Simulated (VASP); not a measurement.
A run of VASP 6.6.1:

File INCAR:

```
SYSTEM = W
PREC = Accurate
ENCUT = 520
EDIFF = 1E-7
ISMEAR = -1
SIGMA = 0.05
LREAL = .FALSE.
LASPH = .TRUE.
NELM = 80
ALGO = Fast
ISIF = 2
LWAVE = .FALSE.
LCHARG = .TRUE.
GGA = PE
LELF = .TRUE.
LVHAR = .TRUE.
NBANDS = 13
```

File KPOINTS:

```
regular mesh
0
G
  11 11 11
  0 0 0
```

The input POSCAR:

```
W
1.0
    0.0119230000      2.0082280000      2.0318620000
    2.0297100000      0.0110640000      2.0327210000
    2.0541460000      2.0335240000     -0.0133730000
W
1
Direct
   -0.0067530000     -0.0087400000      0.0141000000
```

Potentials or basis: VASP PAW PBE potentials, release 64 (W_sv).

Command:

```bash
$ cat potpaw_PBE.64/W_sv/POTCAR > POTCAR
$ mpirun -np 1 vasp_std > vasp.out
```

Hardware: 1 thread of Intel(R) Xeon(R) Platinum 8488C (Sapphire Rapids), on a shared host.

How long does it take, and how much memory?

It took 2.1 min on 1 thread of Intel(R) Xeon(R) Platinum 8488C (Sapphire Rapids) (shared host), peak memory 0.25 GiB. Counts: scf iterations 15, k points 666.
